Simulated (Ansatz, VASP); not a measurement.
**Two plane-wave programs on Zn**

INCAR

```
SYSTEM = Zn
PREC = Accurate ; ENCUT = 520
EDIFF = 1E-6 ; ISMEAR = 0
SIGMA = 0.15 ; LREAL = .FALSE.
LASPH = .TRUE. ; NELM = 100
ALGO = Fast ; ISIF = 2
LWAVE = .FALSE. ; LCHARG = .FALSE.
GGA = PS ; NBANDS = 12
```

Contents of KPOINTS:

```
Automatic mesh
0
G
  22 22 22
  0 0 0
```

The input POSCAR:

```
Zn
1.0
   -0.9146434277      1.5948958838      1.5948958838
    1.5948958838     -0.9146434277      1.5948958838
    1.5948958838      1.5948958838     -0.9146434277
Zn
1
Direct
    0.0000000000      0.0000000000      0.0000000000
```

Input for Ansatz:

```yaml
crystal:
  lattice:
    - [-0.9146434277, 1.5948958838, 1.5948958838]
    - [1.5948958838, -0.9146434277, 1.5948958838]
    - [1.5948958838, 1.5948958838, -0.9146434277]
  atoms:
    - { symbol: Zn, position: [0.0, 0.0, 0.0] }
basis:
  ecutwfc: 520.0
kpoints:
  mp_grid: { grid: [22, 22, 22] }
hamiltonian:
  xc: pbesol
scf:
  occupations: { method: gaussian, width: 0.15 }
output:
  forces: true
  stress: true
  eigenvalues: true
```

Alike in both runs: task single point; functional PBEsol; k mesh 22 × 22 × 22; occupations gaussian, width 0.15 eV; no spin polarisation.

```csv
,VASP,Ansatz
version,VASP 6.6.1,Ansatz 0.2.0
potentials or method,"VASP PAW PBE potentials, release 64 (Zn), cutoff 520 eV","scalar-relativistic, plane waves, PAW"
valence electrons in the cell,12,12
```

|  | VASP | Ansatz | Ansatz less VASP |
| --- | --- | --- | --- |
| gap on the k mesh at the Fermi level (eV) | none | none | - |
| pressure (GPa) | 15.0 | 14.4 | -0.59 |
| traceless stress, the component that is largest in VASP (GPa) | -1.94 | -1.91 | +0.030 |

VASP's potentials were made for PBE, not for PBEsol. A gap of «none» marks a metal or a gap that the smearing closes.
